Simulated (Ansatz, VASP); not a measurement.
## Two plane-wave programs on SiC

Contents of INCAR:

```
  PREC = Accurate
  ENCUT = 520
  EDIFF = 1E-6
  ISMEAR = 0
  SIGMA = 0.05
  LREAL = False
  LASPH = True
  NELM = 60
  ALGO = Normal
  ISIF = 2
  LWAVE = False
  LCHARG = False
  GGA = CA
  NBANDS = 11
```

Contents of KPOINTS:

```
Automatic mesh
0
Gamma
  12 12 12
```

File POSCAR:

```
SiC
1.0
   -0.0652200000      2.1740000000      2.1740000000
    2.1087800000      0.0000000000      2.1087800000
    2.1740000000      2.1740000000     -0.0652200000
Si C
1 1
Direct
    0.0000000000      0.0000000000      0.0000000000
    0.7500000000      0.7500000000      0.7500000000
```

Input for Ansatz:

```yaml
crystal:
  lattice:
    - [-0.06522, 2.174, 2.174]
    - [2.10878, 0.0, 2.10878]
    - [2.174, 2.174, -0.06522]
  atoms:
    - { symbol: Si, position: [0.0, 0.0, 0.0] }
    - { symbol: C, position: [0.75, 0.75, 0.75] }
basis:
  ecutwfc: 420
kpoints:
  mp_grid: { grid: [12, 12, 12] }
hamiltonian:
  xc: lda
scf:
  occupations: { method: gaussian, width: 0.05 }
output:
  forces: true
  stress: true
  eigenvalues: true
```

Change from the starting cell: strain -0.0600 x Voigt [0, 0, 0, 0, 1, 0], atoms carried along.

Alike in both runs: task single point; functional LDA; k mesh 12 × 12 × 12; occupations gaussian, width 0.05 eV; no spin polarisation.

|  | VASP | Ansatz |
| --- | --- | --- |
| version | VASP 6.6.1 | Ansatz 0.2.0 |
| potentials or method | VASP PAW LDA potentials, release 64 (Si, C), cutoff 520 eV | scalar-relativistic, plane waves, PAW |
| valence electrons in the cell | 8 | 8 |

|  | VASP | Ansatz | Ansatz less VASP |
| --- | --- | --- | --- |
| gap on the k mesh at the Fermi level (eV) | 0.98 | 0.99 | +0.016 |
| least direct gap on the mesh (eV) | 3.88 | 3.90 | +0.015 |
| pressure (GPa) | -1.5 | -1.9 | -0.39 |
| traceless stress, the component that is largest in VASP (GPa) | 16.52 | 16.42 | -0.100 |
| rms of the force components (eV/Å) | 0.282 | 0.280 | -0.0024 |

LDA's correlation is that of Perdew and Zunger in VASP and of Perdew and Wang (1992) in Ansatz. Atom by atom the forces differ by 0.002 eV/Å (rms over components).
